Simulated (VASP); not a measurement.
Write the native input for VASP 6.6.1 that does the following.

- Task: single point
- Functional: PBE
- Dispersion: D3(BJ)
- Potentials or basis: VASP PAW PBE potentials, release 64 (Si, N)
- Cutoff: 520 eV
- k mesh: 9 × 9 × 1
- Occupations: gaussian, width 0.05 eV
- Spin: no spin polarisation
- Dipole correction: yes
- Further INCAR settings: ALGO = Normal; EDIFF = 1e-07; NBANDS = 32

The structure of Si4N lies in POSCAR:

```
Si4N
1.0
    3.8155170209      0.0000000000      0.0000000000
   -1.9077585104      3.3043346686      0.0000000000
    0.0000000000      0.0000000000     28.9874813843
Si N
8 2
Direct
    0.6666666667      0.3333333333      0.1379906018
    0.3333333333      0.6666666667      0.1654736894
    0.3333333333      0.6666666667      0.2468813277
    0.6666666667      0.3333333333      0.2743644153
    0.6666666667      0.3333333333      0.3556303104
    0.3333333333      0.6666666667      0.3827070033
    0.3333333333      0.6666666667      0.4657581680
    0.6666666667      0.3333333333      0.4894347735
    0.6666666667      0.5000000000      0.5963774898
    0.6666666667      0.5000000000      0.6343249053
```

The input as run:

INCAR

```
SYSTEM = Si4N
PREC = Accurate
ENCUT = 520
EDIFF = 1E-7
ISMEAR = 0
SIGMA = 0.05
LREAL = .FALSE.
LASPH = .TRUE.
NELM = 80
ALGO = Normal
ISIF = 2
LWAVE = .FALSE.
LCHARG = .FALSE.
LDIPOL = .TRUE.
IDIPOL = 3
DIPOL = 0.5 0.5 0.375
GGA = PE
IVDW = 12
NBANDS = 32
```

KPOINTS

```
Automatic mesh
0
G
  9 9 1
  0 0 0
```

Potentials or basis: VASP PAW PBE potentials, release 64 (Si, N).

Run with:

```console
$ cat potpaw_PBE.64/Si/POTCAR potpaw_PBE.64/N/POTCAR > POTCAR
$ mpirun -np 1 vasp_std > vasp.out
```

Results of the run:

| Item | Value |
| --- | --- |
| Largest force | 2.257 eV/Å |
| Band gap on the k mesh | zero (bands 21 and 22 overlap by 0.35 eV) |
| Dispersion energy per atom | -0.243 eV |

Caveat: the standard files for N, O and F lose accuracy on very short bonds.

Run time: 11 min on 1 thread of Intel(R) Xeon(R) 6975P-C (Granite Rapids), with other jobs on the host, peak memory 0.63 GiB.
